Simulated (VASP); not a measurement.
Crystal: HfSiO4.

```
Hf Si O
1.0
    -3.27670    3.27670    2.98225
     3.27670   -3.27670    2.98225
     3.27670    3.27670   -2.98225
Hf Si O
2 2 8
Cartesian
  0.0000 0.0000 0.0000
  0.0000 3.2767 1.4911
  3.2767 0.0000 1.4911
  0.0000 0.0000 2.9822
  3.2767 2.0636 -1.0784
  4.4898 0.0000 0.4127
  2.0636 0.0000 0.4127
  0.0000 1.2131 1.9039
  2.0636 3.2767 1.0784
  3.2767 1.2131 2.5695
  3.2767 -1.2131 2.5695
  1.2131 0.0000 4.0606
```

```yaml
Program: VASP 6.6.1
Task: relaxation of cell and atoms
Functional: LDA
Potentials_or_basis: VASP PAW LDA potentials, release 64 (Hf_pv, Si, O)
Cutoff: 600 eV
k_mesh: 6 × 6 × 6
Occupations: gaussian, width 0.02 eV
Spin: no spin polarisation
```

At the start: pressure -5.3 GPa; volume 10.67 Å³/atom.

Problem. Where does the relaxation end?

Solution. Over 13 steps the energy falls by 5.1 meV/atom and the volume is 10.43 Å³/atom (-2.3 %); space group I4_1/amd (No. 141, to 0.1 Å) before and after.

Step by step:
| step | energy change (eV) | largest force (eV/Å) | pressure (GPa) | volume (Å³) |
| --- | --- | --- | --- | --- |
| 1 | 0.0000 | 0.2911 | -5.33 | 128.08 |
| 2 | 0.0238 | 0.0762 | 7.75 | 121.60 |
| 3 | -0.0596 | 0.1423 | 0.33 | 125.05 |
| 4 | -0.0596 | 0.1393 | 0.45 | 124.99 |
| 5 | -0.0575 | 0.2393 | -0.43 | 125.19 |
| 6 | -0.0612 | 0.0392 | 0.09 | 125.07 |
| 7 | -0.0615 | 0.0205 | -0.07 | 125.17 |
| 8 | -0.0616 | 0.0118 | -0.17 | 125.22 |
| 9 | -0.0617 | 0.0140 | 0.14 | 125.09 |
| 10 | -0.0617 | 0.0092 | 0.03 | 125.14 |
| 11 | -0.0617 | 0.0101 | 0.00 | 125.15 |
| 12 | -0.0617 | 0.0034 | 0.01 | 125.15 |
| 13 | -0.0617 | 0.0006 | 0.00 | 125.16 |

Final structure:
```
Hf Si O
1.0
    -3.25221    3.25221    2.95824
     3.25221   -3.25221    2.95824
     3.25221    3.25221   -2.95824
Hf Si O
2 2 8
Direct
  0.00000 0.00000 0.00000
  0.75000 0.25000 0.50000
  0.25000 0.75000 0.50000
  0.50000 0.50000 0.00000
  0.13199 0.31751 0.81448
  0.06751 0.75302 0.68552
  0.06751 0.38199 0.31448
  0.50302 0.31751 0.18552
  0.68249 0.49698 0.81448
  0.61801 0.93249 0.68552
  0.24698 0.93249 0.31448
  0.68249 0.86801 0.18552
```
